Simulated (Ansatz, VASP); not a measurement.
## One calculation of MgO, two programs

```
Mg O
1.0
     0.00000    2.10217    2.14421
     2.10217    0.00000    2.14421
     2.10217    2.10217    0.00000
Mg O
1 1
Direct
  0.00000 0.00000 0.00000
  0.50000 0.50000 0.50000
```

Change from the starting cell: uniaxial_z strain +2.0%.

Alike in both runs: task single point; functional r2SCAN; k mesh 10 × 10 × 10; no spin polarisation.

|  | VASP | Ansatz |
| --- | --- | --- |
| version | VASP 6.6.1 | Ansatz 0.2.0 |
| potentials or method | VASP PAW PBE potentials, release 64 (Mg, O) | plane waves, PAW |
| plane-wave cutoff (eV) | 520 | 500 |
| occupations | gaussian, width 0.01 eV | fixed |
| valence electrons in the cell | 8 | 16 |

```csv
,VASP,Ansatz,Ansatz less VASP
gap on the k mesh at the Fermi level (eV),5.43,5.46,+0.025
pressure (GPa),-4.2,-3.0,+1.14
"traceless stress, the component that is largest in VASP (GPa)",-2.44,-2.45,-0.018
```

VASP's potentials were made for PBE, not for r2SCAN. VASP's potentials hold 8 valence electrons a cell and Ansatz's 16, so a difference there can come from the potentials and not from the codes.
